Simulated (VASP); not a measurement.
## NaCl: single point with PBEsol

Crystal: NaCl.

```
Na Cl
1.0
     3.02883    0.00000    0.00000
     0.00000    3.02883    0.00000
     0.00000    0.00000    3.02883
Na Cl
1 1
Direct
  0.00000 0.00000 0.00000
  0.50000 0.50000 0.50000
```

```json
{"Program": "VASP 6.6.1", "Task": "single point", "Functional": "PBEsol", "Potentials or basis": "VASP PAW PBE potentials, release 64 (Na_pv, Cl)", "Cutoff": "520 eV", "k mesh": "10 × 10 × 10", "Occupations": "gaussian, width 0.05 eV", "Spin": "no spin polarisation"}
```

- Pressure: 27.9 GPa
- Band gap on the k mesh: 4.79 eV, direct

Levels at points of the mesh, in eV from the valence-band top:
```
           k point  band 5  band 6  band 7  band 8  band 9  band 10
(0.00, 0.00, 0.00)   -1.00   -1.00   -1.00    5.88    7.34     7.34
(0.50, 0.00, 0.00)   -5.58   -0.58   -0.58    8.31    9.75    11.93
(0.50, 0.50, 0.00)   -4.33   -4.33    0.00    4.79   10.45    12.85
(0.50, 0.50, 0.50)   -3.74   -3.74   -3.74    6.55    6.55     6.55
```

Run time: 5.3 s on 1 thread of Intel(R) Xeon(R) 6975P-C (Granite Rapids), with other jobs on the host, peak memory 0.14 GiB.

Caveat: the PAW data sets were made with another functional, which shifts forces and pressure a little. A k mesh can miss the band edges.
